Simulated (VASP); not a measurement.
# NaH (Pm-3m) in VASP: notebook

NaH is run at these levels: PBEsol; tasks: single point.

All numbers are computed with VASP 6.6.1; they aren't measurements. Logs are shortened: lines on timing, memory, paths and dates and some standing lists are left out, and cuts for length are marked.

## 1. The cell of the first run

The structure is cubic, space group Pm-3m (No. 221). Conventional cell: a = 2.895 Å, b = 2.895 Å, c = 2.895 Å, α = 90.00°, β = 90.00°, γ = 90.00°. Within 3.3 Å of Na (site symmetry m-3m) lie 8 H at 2.51 Å and 6 Na at 2.89 Å. H (site symmetry m-3m) has 8 Na at 2.51 Å and 6 H at 2.89 Å within 3.3 Å.

## 2. Single point, PBEsol

INCAR

```
PREC = Accurate
ENCUT = 520
EDIFF = 1E-6
ISMEAR = 0
SIGMA = 0.01
LREAL = F
LASPH = T
NELM = 100
ALGO = Normal
ISIF = 2
LWAVE = F
LCHARG = F
GGA = PS
NBANDS = 11
```

KPOINTS

```
Automatic mesh
0
Gamma
  6 6 6
```

POSCAR

```
NaH
1.0
    2.8947984199      0.0000000000      0.0000000000
    0.0000000000      2.8947984199      0.0000000000
    0.0000000000      0.0000000000      2.8947984199
Na H
1 1
Direct
    0.0000000000      0.0000000000      0.0000000000
    0.5000000000      0.5000000000      0.5000000000
```

Potentials or basis: VASP PAW PBE potentials, release 64 (Na_pv, H).

The run is started by

```bash
cat potpaw_PBE.64/Na_pv/POTCAR potpaw_PBE.64/H/POTCAR > POTCAR
mpirun -np 1 vasp_std > vasp.out
```

OUTCAR:

```text
PREC = Accurate
   ENCUT = 520
   EDIFF = 1E-6
   ISMEAR = 0
   LREAL = F
   LASPH = T
   NELM = 100
   ISIF = 2
   GGA = PS

 ion  position               nearest neighbor table
   1  0.000  0.000  0.000-
   2  0.500  0.500  0.500-

  LATTYP: Found a simple cubic cell.
 ALAT       =     2.8947984199

  Lattice vectors:

 A1 = (   2.8947984199,   0.0000000000,   0.0000000000)
 A2 = (   0.0000000000,   2.8947984199,   0.0000000000)
 A3 = (   0.0000000000,   0.0000000000,   2.8947984199)

Analysis of symmetry for initial positions (statically):
=====================================================================
 Subroutine PRICEL returns:
 Original cell was already a primitive cell.

 Routine SETGRP: Setting up the symmetry group for a
 simple cubic supercell.

 Subroutine GETGRP returns: Found 48 space group operations
 (whereof 48 operations were pure point group operations)
 out of a pool of 48 trial point group operations.

The static configuration has the point symmetry O_h .

Analysis of symmetry for dynamics (positions and initial velocities):
=====================================================================
 Subroutine PRICEL returns:
 Original cell was already a primitive cell.

 Routine SETGRP: Setting up the symmetry group for a
 simple cubic supercell.

 Subroutine GETGRP returns: Found 48 space group operations
 (whereof 48 operations were pure point group operations)
 out of a pool of 48 trial point group operations.

The dynamic configuration has the point symmetry O_h .

 Subroutine INISYM returns: Found 48 space group operations
 (whereof 48 operations are pure point group operations),
 and found     1 'primitive' translations

----------------------------------------------------------------------------------------

                                     Primitive cell

  volume of cell :      24.2580

  direct lattice vectors                    reciprocal lattice vectors
     2.894798420  0.000000000  0.000000000     0.345447197  0.000000000  0.000000000
     0.000000000  2.894798420  0.000000000     0.000000000  0.345447197  0.000000000
     0.000000000  0.000000000  2.894798420     0.000000000  0.000000000  0.345447197

  length of vectors
     2.894798420  2.894798420  2.894798420     0.345447197  0.345447197  0.345447197

  position of ions in fractional coordinates (direct lattice)
     0.000000000  0.000000000  0.000000000
     0.500000000  0.500000000  0.500000000

  ion indices of the primitive-cell ions
   primitive index   ion index
                 1           1
                 2           2

----------------------------------------------------------------------------------------

 KPOINTS: Automatic mesh

Automatic generation of k-mesh.
 Grid dimensions read from file:
 generate k-points for:    6    6    6

 Generating k-lattice:

  Cartesian coordinates                     Fractional coordinates (reciprocal lattice)
     0.057574533  0.000000000  0.000000000     0.166666667  0.000000000  0.000000000
     0.000000000  0.057574533  0.000000000     0.000000000  0.166666667  0.000000000
     0.000000000  0.000000000  0.057574533     0.000000000  0.000000000  0.166666667

  Length of vectors
     0.057574533  0.057574533  0.057574533

  Shift w.r.t. Gamma in fractional coordinates (k-lattice)
     0.000000000  0.000000000  0.000000000

 Subroutine IBZKPT returns following result:
 ===========================================

 Found     20 irreducible k-points:

 Following reciprocal coordinates:
            Coordinates               Weight
  0.000000  0.000000  0.000000      1.000000
  0.166667  0.000000  0.000000      6.000000
  0.333333  0.000000  0.000000      6.000000
  0.500000  0.000000  0.000000      3.000000
  0.166667  0.166667  0.000000     12.000000
  0.333333  0.166667  0.000000     24.000000
[... 12 lines left out ...]
  0.500000  0.500000  0.333333      6.000000
  0.500000  0.500000  0.500000      1.000000
   k-points           NKPTS =     20   k-points in BZ     NKDIM =     20   number of bands    NBANDS=     11
   number of dos      NEDOS =    301   number of ions     NIONS =      2
   total plane-waves  NPLWV =  13824
   dimension x,y,z NGX =    24 NGY =   24 NGZ =   24
   dimension x,y,z NGXF=    48 NGYF=   48 NGZF=   48
   ions per type =               1   1
   NGX,Y,Z   is equivalent  to a cutoff of  13.78, 13.78, 13.78 a.u.
   NGXF,Y,Z  is equivalent  to a cutoff of  27.57, 27.57, 27.57 a.u.
 SYSTEM =  unknown system
   PREC   = accura    normal or accurate (medium, high low for compatibility)
   ISTART =      0    job   : 0-new  1-cont  2-samecut
   ICHARG =      2    charge: 1-file 2-atom 10-const
   ISPIN  =      1    spin polarized calculation?
   LNONCOLLINEAR =      F non collinear calculations
   LSORBIT =      F    spin-orbit coupling
   LASPH  =      T    aspherical Exc in radial PAW
   ENCUT  =  520.0 eV  38.22 Ry    6.18 a.u.   5.38  5.38  5.38*2*pi/ulx,y,z
   NELM   =    100;   NELMIN=  2; NELMDL= -5     # of ELM steps
   EDIFF  = 0.1E-05   stopping-criterion for ELM
   LREAL  =      F    real-space projection
   EDIFFG = 0.1E-04   stopping-criterion for IOM
   NSW    =      0    number of steps for IOM
   IBRION =     -1    ionic relax: 0-MD 1-quasi-New 2-CG
   NFREE  =      0    steps in history (QN), initial steepest desc. (CG)
   ISIF   =      2    stress and relaxation
   ISYM   =      2    0-nonsym 1-usesym 2-fastsym
   POTIM  = 0.5000    time-step for ionic-motion
   TEBEG  =    0.0;   TEEND  =   0.0 temperature during run
   PSTRESS=    0.0 pullay stress
   NELECT =       8.0000    total number of electrons
   NUPDOWN=      -1.0000    fix difference up-down
   EMIN   =  10.00;   EMAX   =-10.00  energy-range for DOS
   EFERMI =   0.00;   METHOD = LEGACY
   ISMEAR =     0;   SIGMA  =   0.01  broadening in eV -4-tet -1-fermi 0-gaus
   EFERMI_NEDOS =   21; number of points for ismear=-14 and -15
   IALGO  =     38    algorithm
   IMIX   =      4    mixing-type and parameters
     AMIX     =   0.40;   BMIX     =  1.00
     AMIX_MAG =   1.60;   BMIX_MAG =  1.00
  volume/ion in A,a.u.               =      12.13        81.85
  Fermi-wavevector in a.u.,A,eV,Ry     =   1.131062  2.137398 17.405957  1.279302
  Thomas-Fermi vector in A             =   2.267760
   LORBIT       =      0    0 simple, 1 ext, 2 COOP (PROOUT), +10 PAW based schemes
   GGA     = PS    functional components
   LHFCALC =     F    Hartree Fock is set to
   AEXX    =    0.0000 exact exchange contribution
   IVDW    =     0    specifies the selected vdW correction
   LEPSILON=     F    determine dielectric tensor
   LRPA    =     F    only Hartree local field effects (RPA)
 non-spin polarized calculation
 Gauss-broadening in eV      SIGMA  =   0.01
  energy-cutoff  :      520.00
  volume of cell :       24.26
 maximum number of plane-waves:       672
 NGX is ok and might be reduce to    24
   NGX = 11   NGY = 11   NGZ = 11

 number of electron       8.0000006 magnetization

 Free energy of the ion-electron system (eV)
  ---------------------------------------------------
  ext. energy  EPLUGINS =         0.00000000
  ---------------------------------------------------
  free energy    TOTEN  =        -4.78192741 eV

  energy without entropy =       -4.78192741  energy(sigma->0) =       -4.78192741

 E-fermi :   1.8072     XC(G=0):  -8.4821

 val. band max:        1.7170383551   @ k =   0.5000   0.5000   0.5000
 cond. band min:       2.5051958654   @ k =   0.5000   0.0000   0.0000
 fundamental gap:      0.7881575103
 Fermi energy:         1.8072074134

 k-point     1 :       0.0000    0.0000    0.0000
  band No.  band energies     occupation
      1     -22.8120      2.00000
      2     -22.8120      2.00000
      3     -22.8120      2.00000
      4      -4.6654      2.00000
      5      10.8736      0.00000
      6      12.6514      0.00000
      7      12.6514      0.00000
      8      14.4371      0.00000
      9      14.4371      0.00000
     10      14.4371      0.00000
     11      28.1343      0.00000

 k-point     2 :       0.1667    0.0000    0.0000
  band No.  band energies     occupation
      1     -22.8675      2.00000
      2     -22.8072      2.00000
      3     -22.8072      2.00000
      4      -4.2093      2.00000
      5       8.1106      0.00000
      6      11.8981      0.00000
      7      13.1295      0.00000
      8      14.7681      0.00000
      9      14.7681      0.00000
     10      19.0265      0.00000
     11      25.0195      0.00000

 k-point     3 :       0.3333    0.0000    0.0000
  band No.  band energies     occupation
      1     -22.9768      2.00000
      2     -22.7976      2.00000
      3     -22.7976      2.00000
      4      -2.9850      2.00000
      5       4.3707      0.00000
      6      12.5881      0.00000
      7      14.5216      0.00000
      8      15.6803      0.00000
      9      15.6803      0.00000
     10      20.9653      0.00000
     11      21.6931      0.00000

 k-point     4 :       0.5000    0.0000    0.0000
  band No.  band energies     occupation
      1     -23.0307      2.00000
      2     -22.7927      2.00000
      3     -22.7927      2.00000
      4      -1.9757      2.00000
      5       2.5052      0.00000
      6      13.0123      0.00000
      7      16.0492      0.00000
      8      16.4561      0.00000
      9      16.4561      0.00000
     10      18.4467      0.00000
     11      20.0927      0.00000

 k-point     5 :       0.1667    0.1667    0.0000
  band No.  band energies     occupation
      1     -22.8659      2.00000
      2     -22.8568      2.00000
      3     -22.8025      2.00000
      4      -3.7694      2.00000
      5       8.0687      0.00000
      6       9.1390      0.00000
      7      12.8901      0.00000
      8      15.1179      0.00000
      9      18.7136      0.00000
     10      19.7382      0.00000
     11      21.0739      0.00000
[... 155 lines left out ...]
 k-point    17 :       0.3333    0.3333    0.3333
  band No.  band energies     occupation
      1     -22.9357      2.00000
      2     -22.9256      2.00000
      3     -22.9256      2.00000
      4      -0.2570      2.00000
      5       6.9772      0.00000
      6       8.1880      0.00000
      7       8.1880      0.00000
      8      13.7845      0.00000
      9      13.7845      0.00000
     10      15.2551      0.00000
     11      22.5737      0.00000

 k-point    18 :       0.5000    0.3333    0.3333
  band No.  band energies     occupation
      1     -22.9766      2.00000
      2     -22.9246      2.00000
      3     -22.9186      2.00000
      4       0.4403      2.00000
      5       6.1295      0.00000
      6       8.3774      0.00000
      7       9.4372      0.00000
      8      11.6254      0.00000
      9      12.9847      0.00000
     10      14.9334      0.00000
     11      21.3195      0.00000

 k-point    19 :       0.5000    0.5000    0.3333
  band No.  band energies     occupation
      1     -22.9683      2.00000
      2     -22.9683      2.00000
      3     -22.9146      2.00000
      4       1.0762      2.00000
      5       7.3107      0.00000
      6       7.3107      0.00000
      7      10.0010      0.00000
      8      10.2159      0.00000
      9      13.0002      0.00000
     10      13.0002      0.00000
     11      20.0182      0.00000

 k-point    20 :       0.5000    0.5000    0.5000
  band No.  band energies     occupation
      1     -22.9605      2.00000
      2     -22.9605      2.00000
      3     -22.9605      2.00000
      4       1.7170      2.00000
      5       8.4480      0.00000
      6       8.4480      0.00000
      7       8.4480      0.00000
      8      10.9514      0.00000
      9      10.9514      0.00000
     10      10.9514      0.00000
     11      18.6591      0.00000

------------------------ aborting loop because EDIFF is reached ----------------------------------------

  FORCE on cell =-STRESS in cart. coord.  units (eV):
  Direction    XX          YY          ZZ          XY          YZ          ZX
  --------------------------------------------------------------------------------------
  -------------------------------------------------------------------------------------
  Total        0.1802589      0.1802589      0.1802589     -0.0000000      0.0000000     -0.0000000
  in kB       11.9056272     11.9056272     11.9056272     -0.0000000      0.0000000     -0.0000000
  external PRESSURE =      11.9056272 kB  Pullay stress =       0.0000000 kB

 VOLUME and BASIS-vectors are now :
 -----------------------------------------------------------------------------
  energy-cutoff  :      520.00
  volume of cell :       24.26
      direct lattice vectors                 reciprocal lattice vectors
     2.894798420  0.000000000  0.000000000     0.345447197  0.000000000  0.000000000
     0.000000000  2.894798420  0.000000000     0.000000000  0.345447197  0.000000000
     0.000000000  0.000000000  2.894798420     0.000000000  0.000000000  0.345447197

 POSITION                                       TOTAL-FORCE (eV/Angst)
 -----------------------------------------------------------------------------------
      0.00000      0.00000      0.00000         0.000000      0.000000      0.000000
      1.44740      1.44740      1.44740         0.000000      0.000000      0.000000
 -----------------------------------------------------------------------------------
    total drift:                                0.000000      0.000000      0.000000

  FREE ENERGIE OF THE ION-ELECTRON SYSTEM (eV)
  ---------------------------------------------------
  free  energy   TOTEN  =        -4.7819274086 eV

  energy  without entropy=       -4.7819274086  energy(sigma->0) =       -4.78192741
```

Wall time 7.5 s (1 thread of AMD EPYC 7R13, shared host); peak memory 0.1 GiB.

What came out:

```
Free energy            : -4.7819 eV
Pressure               : 1.2 GPa
Band gap on the k mesh : 0.79 eV, indirect (least direct gap 4.48 eV)
```

Levels at points of the mesh, in eV from the valence-band top:
```tsv
k point	band 1	band 2	band 3	band 4	band 5	band 6	band 7	band 8
(0.00, 0.00, 0.00)	-24.53	-24.53	-24.53	-6.38	9.16	10.93	10.93	12.72
(0.50, 0.00, 0.00)	-24.75	-24.51	-24.51	-3.69	0.79	11.30	14.33	14.74
(0.50, 0.50, 0.00)	-24.71	-24.71	-24.49	-1.92	4.12	4.12	6.90	15.07
(0.50, 0.50, 0.50)	-24.68	-24.68	-24.68	0.00	6.73	6.73	6.73	9.23
```

Caveat: the PAW data sets were made with another functional, which shifts forces and pressure a little. Expect the measured gap to be larger: semilocal functionals such as PBEsol lack the derivative discontinuity.

## 3. Single point, PBEsol

This run uses another cell than the first one, of 12.39 Å³/atom, 1.021 times its volume.

INCAR

```
PREC = Accurate
ENCUT = 520
EDIFF = 1E-6
ISMEAR = 0
SIGMA = 0.01
LREAL = False
LASPH = True
NELM = 60
ALGO = Normal
ISIF = 2
LWAVE = False
LCHARG = False
GGA = PS
NBANDS = 11
```

KPOINTS

```
regular mesh
0
Gamma
  6 6 6
```

POSCAR

```
NaH
1.0
    2.9151849960      0.0000000000      0.0000000000
    0.0000000000      2.9151849960      0.0000000000
    0.0000000000      0.0000000000      2.9151849960
Na H
1 1
Direct
    0.0000000000      0.0000000000      0.0000000000
    0.5000000000      0.5000000000      0.5000000000
```

Potentials or basis: VASP PAW PBE potentials, release 64 (Na_pv, H).

The run is started by

```bash
cat potpaw_PBE.64/Na_pv/POTCAR potpaw_PBE.64/H/POTCAR > POTCAR
mpirun -np 1 vasp_std > vasp.out
```

Run time: 7.1 s. Hardware: 1 thread of AMD EPYC 7R13, shared host; peak memory 0.1 GiB.

It converged, with:

```
Free energy            : -4.7851 eV
Pressure               : 0.6 GPa
Band gap on the k mesh : 0.79 eV, indirect (least direct gap 4.42 eV)
```

Levels at points of the mesh, in eV from the valence-band top:
| k point | band 2 | band 3 | band 4 | band 5 | band 6 | band 7 |
| --- | --- | --- | --- | --- | --- | --- |
| (0.00, 0.00, 0.00) | -24.52 | -24.52 | -6.28 | 8.98 | 10.85 | 10.85 |
| (0.50, 0.00, 0.00) | -24.50 | -24.50 | -3.63 | 0.79 | 11.12 | 14.20 |
| (0.50, 0.50, 0.00) | -24.69 | -24.48 | -1.87 | 4.08 | 4.08 | 6.80 |
| (0.50, 0.50, 0.50) | -24.66 | -24.66 | 0.00 | 6.71 | 6.71 | 6.71 |

Caveat: the PAW data sets were made with another functional, which shifts forces and pressure a little.

[end of part 1 of 2]
